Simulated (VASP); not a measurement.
A run of VASP 6.6.1 is set up as follows.

The input INCAR:

```
SYSTEM = SiO2
PREC     = Accurate       ! precision mode
ENCUT    = 520            ! plane-wave cutoff, eV
EDIFF    = 1E-7           ! SCF threshold, eV
ISMEAR   = 0              ! smearing method
SIGMA    = 0.02           ! smearing width, eV
LREAL    = .False.        ! projectors in reciprocal space
LASPH    = .True.         ! aspherical terms in the spheres
NELM     = 80             ! most SCF steps
ALGO     = Normal         ! electronic algorithm
ISIF     = 2              ! what is computed and relaxed
LWAVE    = .False.        ! write WAVECAR
LCHARG   = .True.         ! write CHGCAR
GGA      = CA             ! functional
LELF     = .True.         ! ELF
LVHAR    = .True.       
NBANDS   = 34             ! bands
```

File KPOINTS:

```
Automatic mesh
0
Gamma
  6 6 4
  0 0 0
```

File POSCAR:

```
SiO2
1.0
    4.9883114126      0.0000000000      0.0000000000
   -2.4941557063      4.3200044053      0.0000000000
    0.0000000000      0.0000000000      5.5905142079
Si O
3 6
Direct
    0.0000000000      0.5000000000      0.3333333333
    0.5000000000      0.5000000000      0.6666666667
    0.5000000000      0.0000000000      0.0000000000
    0.5864469726      0.7932234863      0.8333333333
    0.7932234863      0.5864469726      0.5000000000
    0.7932234863      0.2067765137      0.1666666667
    0.4135530274      0.2067765137      0.8333333333
    0.2067765137      0.4135530274      0.5000000000
    0.2067765137      0.7932234863      0.1666666667
```

Potentials or basis: VASP PAW LDA potentials, release 64 (Si, O).

Launch:

```sh
$ cat potpaw_LDA.64/Si/POTCAR potpaw_LDA.64/O/POTCAR > POTCAR
$ mpirun -np 1 vasp_std > vasp.out
```

Q: Estimate the band gap on the k mesh.

A: 5.49 eV, indirect (least direct gap 5.63 eV).

Q: Predict the largest force.

A: 0.008 eV/Å.

Stress tensor (GPa, compression positive):
```
1.98 0.00 0.00
0.00 1.98 0.00
0.00 0.00 0.68
```

A k mesh can miss the band edges.
